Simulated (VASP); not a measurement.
# Pd (Fm-3m) in VASP: a series of runs

Runs on Pd. Level: LDA. Tasks: single point, relaxation of cell and atoms.

Program: VASP 6.6.1. These are calculated values, not measurements. Logs are shortened: lines on timing, memory, paths and dates and some standing lists are left out, and cuts for length are marked.

### 1 The cell of the first run

Symmetry: Fm-3m, No. 225, cubic system. The conventional cell has a = 3.840 Å, b = 3.840 Å, c = 3.840 Å, α = 90.00°, β = 90.00°, γ = 90.00°. Within 3.6 Å of Pd (site symmetry m-3m) lie 12 Pd at 2.72 Å.

### 2 Single point, LDA

INCAR

```
  ALGO = Normal
  EDIFF = 1E-6
  ENCUT = 500
  GGA = CA
  GGA_COMPAT = F
  ISIF = 2
  ISMEAR = -1
  LASPH = T
  LCHARG = F
  LREAL = F
  LWAVE = F
  NBANDS = 11
  NELM = 120
  PREC = Accurate
  SIGMA = 0.05
```

KPOINTS

```
k-points
0
Gamma
  19 19 19
```

POSCAR

```
Pd
1.0
    0.0000000000      1.9201213553      1.9201213553
    1.9201213553      0.0000000000      1.9201213553
    1.9201213553      1.9201213553      0.0000000000
Pd
1
Direct
    0.0000000000      0.0000000000      0.0000000000
```

Potentials or basis: VASP PAW LDA potentials, release 64 (Pd).

Command:

```
$ cat potpaw_LDA.64/Pd/POTCAR > POTCAR
$ mpirun -np 1 vasp_std > vasp.out
```

OUTCAR:

```text
EDIFF = 1E-6
   ENCUT = 500
   GGA = CA
   ISIF = 2
   ISMEAR = -1
   LASPH = T
   LREAL = F
   NELM = 120
   PREC = Accurate

 ion  position               nearest neighbor table
   1  0.000  0.000  0.000-

  LATTYP: Found a face centered cubic cell.
 ALAT       =     3.8402427106

  Lattice vectors:

 A1 = (   0.0000000000,   1.9201213553,   1.9201213553)
 A2 = (   1.9201213553,   0.0000000000,   1.9201213553)
 A3 = (   1.9201213553,   1.9201213553,   0.0000000000)

Analysis of symmetry for initial positions (statically):
=====================================================================
 Subroutine PRICEL returns:
 Original cell was already a primitive cell.

 Routine SETGRP: Setting up the symmetry group for a
 face centered cubic supercell.

 Subroutine GETGRP returns: Found 48 space group operations
 (whereof 48 operations were pure point group operations)
 out of a pool of 48 trial point group operations.

The static configuration has the point symmetry O_h .

Analysis of symmetry for dynamics (positions and initial velocities):
=====================================================================
 Subroutine PRICEL returns:
 Original cell was already a primitive cell.

 Routine SETGRP: Setting up the symmetry group for a
 face centered cubic supercell.

 Subroutine GETGRP returns: Found 48 space group operations
 (whereof 48 operations were pure point group operations)
 out of a pool of 48 trial point group operations.

The dynamic configuration has the point symmetry O_h .

 Subroutine INISYM returns: Found 48 space group operations
 (whereof 48 operations are pure point group operations),
 and found     1 'primitive' translations

----------------------------------------------------------------------------------------

                                     Primitive cell

  volume of cell :      14.1585

  direct lattice vectors                    reciprocal lattice vectors
     0.000000000  1.920121355  1.920121355    -0.260400208  0.260400208  0.260400208
     1.920121355  0.000000000  1.920121355     0.260400208 -0.260400208  0.260400208
     1.920121355  1.920121355  0.000000000     0.260400208  0.260400208 -0.260400208

  length of vectors
     2.715461662  2.715461662  2.715461662     0.451026390  0.451026390  0.451026390

  position of ions in fractional coordinates (direct lattice)
     0.000000000  0.000000000  0.000000000

  ion indices of the primitive-cell ions
   primitive index   ion index
                 1           1

----------------------------------------------------------------------------------------

 KPOINTS: k-points

Automatic generation of k-mesh.
 Grid dimensions read from file:
 generate k-points for:   19   19   19

 Generating k-lattice:

  Cartesian coordinates                     Fractional coordinates (reciprocal lattice)
    -0.013705274  0.013705274  0.013705274     0.052631579  0.000000000  0.000000000
     0.013705274 -0.013705274  0.013705274     0.000000000  0.052631579  0.000000000
     0.013705274  0.013705274 -0.013705274     0.000000000  0.000000000  0.052631579

  Length of vectors
     0.023738231  0.023738231  0.023738231

  Shift w.r.t. Gamma in fractional coordinates (k-lattice)
     0.000000000  0.000000000  0.000000000

 Subroutine IBZKPT returns following result:
 ===========================================

 Found    220 irreducible k-points:

 Following reciprocal coordinates:
            Coordinates               Weight
  0.000000  0.000000  0.000000      1.000000
  0.052632  0.000000  0.000000      8.000000
  0.105263  0.000000  0.000000      8.000000
  0.157895  0.000000  0.000000      8.000000
  0.210526  0.000000  0.000000      8.000000
  0.263158  0.000000  0.000000      8.000000
[... 16 lines left out ...]
 -0.315789  0.052632  0.000000     24.000000
 -0.263158  0.052632  0.000000     24.000000
 [... further k-points ...]
   k-points           NKPTS =    220   k-points in BZ     NKDIM =    220   number of bands    NBANDS=     11
   number of dos      NEDOS =    301   number of ions     NIONS =      1
   total plane-waves  NPLWV =   8000
   dimension x,y,z NGX =    20 NGY =   20 NGZ =   20
   dimension x,y,z NGXF=    40 NGYF=   40 NGZF=   40
   ions per type =               1
   NGX,Y,Z   is equivalent  to a cutoff of  12.24, 12.24, 12.24 a.u.
   NGXF,Y,Z  is equivalent  to a cutoff of  24.49, 24.49, 24.49 a.u.
 SYSTEM =  unknown system
   PREC   = accura    normal or accurate (medium, high low for compatibility)
   ISTART =      0    job   : 0-new  1-cont  2-samecut
   ICHARG =      2    charge: 1-file 2-atom 10-const
   ISPIN  =      1    spin polarized calculation?
   LNONCOLLINEAR =      F non collinear calculations
   LSORBIT =      F    spin-orbit coupling
   LASPH  =      T    aspherical Exc in radial PAW
   ENCUT  =  500.0 eV  36.75 Ry    6.06 a.u.   4.95  4.95  4.95*2*pi/ulx,y,z
   NELM   =    120;   NELMIN=  2; NELMDL= -5     # of ELM steps
   EDIFF  = 0.1E-05   stopping-criterion for ELM
   LREAL  =      F    real-space projection
   EDIFFG = 0.1E-04   stopping-criterion for IOM
   NSW    =      0    number of steps for IOM
   IBRION =     -1    ionic relax: 0-MD 1-quasi-New 2-CG
   NFREE  =      0    steps in history (QN), initial steepest desc. (CG)
   ISIF   =      2    stress and relaxation
   ISYM   =      2    0-nonsym 1-usesym 2-fastsym
   POTIM  = 0.5000    time-step for ionic-motion
   TEBEG  =    0.0;   TEEND  =   0.0 temperature during run
   PSTRESS=    0.0 pullay stress
   NELECT =      10.0000    total number of electrons
   NUPDOWN=      -1.0000    fix difference up-down
   EMIN   =  10.00;   EMAX   =-10.00  energy-range for DOS
   EFERMI =   0.00;   METHOD = LEGACY
   ISMEAR =    -1;   SIGMA  =   0.05  broadening in eV -4-tet -1-fermi 0-gaus
   EFERMI_NEDOS =   21; number of points for ismear=-14 and -15
   IALGO  =     38    algorithm
   IMIX   =      4    mixing-type and parameters
     AMIX     =   0.40;   BMIX     =  1.00
     AMIX_MAG =   1.60;   BMIX_MAG =  1.00
  volume/ion in A,a.u.               =      14.16        95.55
  Fermi-wavevector in a.u.,A,eV,Ry     =   1.457928  2.755085 28.919929  2.125555
  Thomas-Fermi vector in A             =   2.574672
   LORBIT       =      0    0 simple, 1 ext, 2 COOP (PROOUT), +10 PAW based schemes
   GGA     = CA    functional components
   LHFCALC =     F    Hartree Fock is set to
   AEXX    =    0.0000 exact exchange contribution
   IVDW    =     0    specifies the selected vdW correction
   LEPSILON=     F    determine dielectric tensor
   LRPA    =     F    only Hartree local field effects (RPA)
 non-spin polarized calculation
  energy-cutoff  :      500.00
  volume of cell :       14.16
 maximum number of plane-waves:       369
   NGX =  9   NGY =  9   NGZ =  9

 number of electron      10.0000005 magnetization

 Free energy of the ion-electron system (eV)
  ---------------------------------------------------
  ext. energy  EPLUGINS =         0.00000000
  ---------------------------------------------------
  free energy    TOTEN  =        -6.50105358 eV

  energy without entropy =       -6.48212604  energy(sigma->0) =       -6.49158981

 E-fermi :  10.3319     XC(G=0): -13.7681

 val. band max:       10.3287655766   @ k =  -0.4211   0.4211   0.1579
 cond. band min:      10.3329645793   @ k =  -0.4737   0.4211   0.1053
 fundamental gap:      0.0041990027
 Fermi energy:        10.3318723608

 k-point     1 :       0.0000    0.0000    0.0000
  band No.  band energies     occupation
      1       2.7499      2.00000
      2       7.2505      2.00000
      3       7.2505      2.00000
      4       7.2505      2.00000
      5       9.0092      2.00000
      6       9.0092      2.00000
      7      27.4481      0.00000
      8      32.4037      0.00000
      9      32.4037      0.00000
     10      32.4037      0.00000
     11      35.9470      0.00000

 k-point     2 :       0.0526    0.0000    0.0000
  band No.  band energies     occupation
      1       2.8548      2.00000
      2       7.2109      2.00000
      3       7.2884      2.00000
      4       7.2884      2.00000
      5       8.9901      2.00000
      6       8.9901      2.00000
      7      27.5716      0.00000
      8      31.7272      0.00000
      9      32.5333      0.00000
     10      32.5333      0.00000
     11      35.9661      0.00000

 k-point     3 :       0.1053    0.0000    0.0000
  band No.  band energies     occupation
      1       3.1588      2.00000
      2       7.1100      2.00000
      3       7.3892      2.00000
      4       7.3892      2.00000
      5       8.9478      2.00000
      6       8.9478      2.00000
      7      27.8774      0.00000
      8      30.2984      0.00000
      9      32.9060      0.00000
     10      32.9060      0.00000
     11      35.9805      0.00000

 k-point     4 :       0.1579    0.0000    0.0000
  band No.  band energies     occupation
      1       3.6226      2.00000
      2       7.0051      2.00000
      3       7.5096      2.00000
      4       7.5096      2.00000
      5       8.9300      2.00000
      6       8.9300      2.00000
      7      27.9292      0.00000
      8      28.9429      0.00000
      9      33.4667      0.00000
     10      33.4667      0.00000
     11      36.0296      0.00000
[... 239 lines left out ...]
 k-point    22 :      -0.3684    0.0526    0.0000
  band No.  band energies     occupation
      1       4.7866      2.00000
      2       7.2799      2.00000
      3       7.3636      2.00000
      4       8.9896      2.00000
      5       9.8040      1.99995
      6      10.6550      0.00311
      7      20.2477      0.00000
      8      27.3827      0.00000
      9      31.4719      0.00000
     10      33.0194      0.00000
     11      35.9695      0.00000

 k-point    23 :      -0.3158    0.0526    0.0000
  band No.  band energies     occupation
      1       4.8244      2.00000
      2       7.3893      2.00000
      3       7.4695      2.00000
      4       8.1471      2.00000
      5       9.4448      2.00000
      6      10.1109      1.97619
      7      22.1056      0.00000
      8      27.8608      0.00000
      9      32.0624      0.00000
     10      34.3020      0.00000
     11      35.9457      0.00000

 k-point    24 :      -0.2632    0.0526    0.0000
  band No.  band energies     occupation
      1       4.7354      2.00000
      2       7.3189      2.00000
      3       7.5742      2.00000
      4       7.5796      2.00000
      5       9.0924      2.00000
      6       9.6809      2.00000
      7      24.0554      0.00000
      8      28.3726      0.00000
      9      32.7010      0.00000
     10      35.5157      0.00000
     11      35.7673      0.00000

 [... further k-points ...]
[... 5 lines left out ...]
  --------------------------------------------------------------------------------------
  -------------------------------------------------------------------------------------
  Total        0.0294368      0.0294368      0.0294368     -0.0000000      0.0000000     -0.0000000
  in kB        3.3310799      3.3310799      3.3310799     -0.0000000      0.0000000     -0.0000000
  external PRESSURE =       3.3310799 kB  Pullay stress =       0.0000000 kB

 VOLUME and BASIS-vectors are now :
 -----------------------------------------------------------------------------
  energy-cutoff  :      500.00
  volume of cell :       14.16
      direct lattice vectors                 reciprocal lattice vectors
     0.000000000  1.920121355  1.920121355    -0.260400208  0.260400208  0.260400208
     1.920121355  0.000000000  1.920121355     0.260400208 -0.260400208  0.260400208
     1.920121355  1.920121355  0.000000000     0.260400208  0.260400208 -0.260400208

 POSITION                                       TOTAL-FORCE (eV/Angst)
 -----------------------------------------------------------------------------------
      0.00000      0.00000      0.00000         0.000000      0.000000      0.000000
 -----------------------------------------------------------------------------------
    total drift:                                0.000000      0.000000      0.000000

  FREE ENERGIE OF THE ION-ELECTRON SYSTEM (eV)
  ---------------------------------------------------
  free  energy   TOTEN  =        -6.5010535780 eV

  energy  without entropy=       -6.4821260382  energy(sigma->0) =       -6.49158981
```

Run time: 18 s. Hardware: 1 thread of Intel Xeon Platinum 8559C (Emerald Rapids), shared host; peak memory 0.14 GiB.

Results:

```
Free energy            : -6.5011 eV
Pressure               : 0.3 GPa
Band gap on the k mesh : zero (band 5 reaches 10.62 eV, above the bottom of band 6 at 8.93 eV)
```

Levels at points of the mesh, in eV from the Fermi level:
| k point | band 3 | band 4 | band 5 | band 6 | band 7 | band 8 |
| --- | --- | --- | --- | --- | --- | --- |
| (0.00, 0.00, 0.00) | -3.08 | -3.08 | -1.32 | -1.32 | 17.12 | 22.07 |

### 3 Relaxation of cell and atoms, LDA

This run uses another cell than the first one, of 14.21 Å³/atom, 1.004 times its volume.

INCAR

```
PREC     = Accurate       # precision mode
ENCUT    = 500            # plane-wave cutoff, eV
EDIFF    = 1E-7           # SCF threshold, eV
ISMEAR   = -1             # smearing method
SIGMA    = 0.05           # smearing width, eV
LREAL    = False          # projectors in reciprocal space
LASPH    = True           # aspherical terms in the spheres
NELM     = 120            # most SCF steps
ALGO     = Normal         # electronic algorithm
ISIF     = 3              # what is computed and relaxed
LWAVE    = False          # write WAVECAR
LCHARG   = False          # write CHGCAR
GGA      = CA             # functional
IBRION   = 2              # ionic algorithm
NSW      = 60             # ionic steps
EDIFFG   = -0.005         # ionic threshold
GGA_COMPAT= False        
NELMIN   = 4
```

KPOINTS

```
regular mesh
0
Gamma
  19 19 19
```

POSCAR

```
Pd
1.0
    0.0000000000      1.9224484100      1.9224484100
    1.9224484100      0.0000000000      1.9224484100
    1.9224484100      1.9224484100      0.0000000000
Pd
1
Direct
    0.0000000000      0.0000000000      0.0000000000
```

Potentials or basis: VASP PAW LDA potentials, release 64 (Pd).

Command:

```
$ cat potpaw_LDA.64/Pd/POTCAR > POTCAR
$ mpirun -np 1 vasp_std > vasp.out
```

OUTCAR:

```text
PREC = Accurate
   ENCUT = 500
   EDIFF = 1E-7
   ISMEAR = -1
   LREAL = False
   LASPH = True
   NELM = 120
   ISIF = 3
   GGA = CA
   IBRION = 2
   NSW = 60
   EDIFFG = -0.005
   NELMIN = 4

 ion  position               nearest neighbor table
   1  0.000  0.000  0.000-

  LATTYP: Found a face centered cubic cell.
 ALAT       =     3.8448968200

  Lattice vectors:

 A1 = (   0.0000000000,   1.9224484100,   1.9224484100)
 A2 = (   1.9224484100,   0.0000000000,   1.9224484100)
 A3 = (   1.9224484100,   1.9224484100,   0.0000000000)

Analysis of symmetry for initial positions (statically):
=====================================================================
 Subroutine PRICEL returns:
 Original cell was already a primitive cell.

 Routine SETGRP: Setting up the symmetry group for a
 face centered cubic supercell.

 Subroutine GETGRP returns: Found 48 space group operations
 (whereof 48 operations were pure point group operations)
 out of a pool of 48 trial point group operations.

[... 166 lines left out ...]
  --------------------------------------------------------------------------------------
  -------------------------------------------------------------------------------------
  Total       -0.0442615     -0.0442615     -0.0442615     -0.0000000      0.0000000      0.0000000
  in kB       -4.9904784     -4.9904784     -4.9904784     -0.0000000      0.0000000      0.0000000
  external PRESSURE =      -4.9904784 kB  Pullay stress =       0.0000000 kB
[... 57 lines left out ...]
--------------------------------------- Ionic step        3  -------------------------------------------

 number of electron      10.0000005 magnetization

 Free energy of the ion-electron system (eV)
  ---------------------------------------------------
  ext. energy  EPLUGINS =         0.00000000
  ---------------------------------------------------
  free energy    TOTEN  =        -6.50109295 eV

  energy without entropy =       -6.48213492  energy(sigma->0) =       -6.49161393

 E-fermi :  10.3064     XC(G=0): -13.7593

 val. band max:       10.3032253157   @ k =  -0.4211   0.4211   0.1579
 cond. band min:      10.3074158455   @ k =  -0.4737   0.4211   0.1053
 fundamental gap:      0.0041905299
 Fermi energy:        10.3064261526

 k-point     1 :       0.0000    0.0000    0.0000
  band No.  band energies     occupation
      1       2.7358      2.00000
      2       7.2321      2.00000
      3       7.2321      2.00000
      4       7.2321      2.00000
      5       8.9867      2.00000
      6       8.9867      2.00000
      7      27.4228      0.00000
      8      32.3701      0.00000
      9      32.3701      0.00000
[... 265 lines left out ...]
 k-point    24 :      -0.2632    0.0526    0.0000
  band No.  band energies     occupation
      1       4.7202      2.00000
      2       7.3003      2.00000
      3       7.5552      2.00000
      4       7.5605      2.00000
      5       9.0699      2.00000
      6       9.6570      2.00000
      7      24.0178      0.00000
      8      28.3430      0.00000
      9      32.6571      0.00000

 [... further k-points ...]
[... 5 lines left out ...]
  --------------------------------------------------------------------------------------
  -------------------------------------------------------------------------------------
  Total        0.0017068      0.0017068      0.0017068     -0.0000000      0.0000000     -0.0000000
  in kB        0.1928634      0.1928634      0.1928634     -0.0000000      0.0000000     -0.0000000
  external PRESSURE =       0.1928634 kB  Pullay stress =       0.0000000 kB
[... 16 lines left out ...]
  FREE ENERGIE OF THE ION-ELECTRON SYSTEM (eV)
  ---------------------------------------------------
  free  energy   TOTEN  =        -6.5010929450 eV

  energy  without entropy=       -6.4821349172  energy(sigma->0) =       -6.49161393

 reached required accuracy - stopping structural energy minimisation
```

OSZICAR:

```text
N       E                     dE             d eps       ncg     rms          rms(c)
DAV:   1     0.368751121345E+02    0.36875E+02   -0.52406E+03  3976   0.102E+03
DAV:   2    -0.647885633770E+01   -0.43354E+02   -0.42207E+02  4269   0.193E+02
DAV:   3    -0.685033781200E+01   -0.37148E+00   -0.36903E+00  4541   0.207E+01
DAV:   4    -0.685227565503E+01   -0.19378E-02   -0.19376E-02  4825   0.138E+00
[... 18 lines left out ...]
DAV:   1    -0.650329055670E+01   -0.23734E-02   -0.43632E-02  4017   0.240E+00    0.324E-01
DAV:   2    -0.650110228182E+01    0.21883E-02   -0.11071E-02  3996   0.978E-01    0.835E-02
DAV:   3    -0.650109165023E+01    0.10632E-04   -0.45550E-05  4609   0.551E-02    0.501E-02
DAV:   4    -0.650109285305E+01   -0.12028E-05   -0.25106E-05  4426   0.400E-02    0.271E-03
DAV:   5    -0.650109294504E+01   -0.91989E-07   -0.17801E-07  4331   0.400E-03
   3 F= -.65010929E+01 E0= -.64916139E+01  d E =-.489955E-04
```

CONTCAR:

```text
Pd
   1.00000000000000
    -0.0000000000000000    1.9210274933675058    1.9210274933675058
     1.9210274933675058    0.0000000000000000    1.9210274933675058
     1.9210274933675058    1.9210274933675058    0.0000000000000000
  Pd
     1
Direct
     0.0000000000000000    0.0000000000000000    0.0000000000000000

  0.00000000E+00  0.00000000E+00  0.00000000E+00
```

It took 23 s on 1 thread of Intel Xeon Platinum 8559C (Emerald Rapids), shared host; peak memory 0.15 GiB.

What came out:

| Quantity | Value |
| --- | --- |
| Free energy | -6.5011 eV |
| Relaxed volume | 14.18 Å³/atom |
| Relaxed cell | a = 2.717 Å, b = 2.717 Å, c = 2.717 Å, α = 60.00°, β = 60.00°, γ = 60.00° |
| Space group after relaxing (to 0.05 Å) | Fm-3m (No. 225) |
| Energy gained by relaxing | 0.0 meV/atom |
| Ionic steps | 3 |
| Pressure after relaxing | 0.0 GPa |
| Band gap on the k mesh | zero (band 5 reaches 10.59 eV, above the bottom of band 6 at 8.91 eV) |

Final structure:
```yaml
crystal:
  lattice:
    - [0.00000, 1.92103, 1.92103]
    - [1.92103, 0.00000, 1.92103]
    - [1.92103, 1.92103, 0.00000]
  atoms:
    - { symbol: Pd, position: [0.00000, 0.00000, 0.00000] }
```

Levels at points of the mesh, in eV from the Fermi level:
| k point | band 2 | band 3 | band 4 | band 5 | band 6 | band 7 | band 8 | band 9 |
| --- | --- | --- | --- | --- | --- | --- | --- | --- |
| (0.00, 0.00, 0.00) | -3.07 | -3.07 | -3.07 | -1.32 | -1.32 | 17.12 | 22.06 | 22.06 |
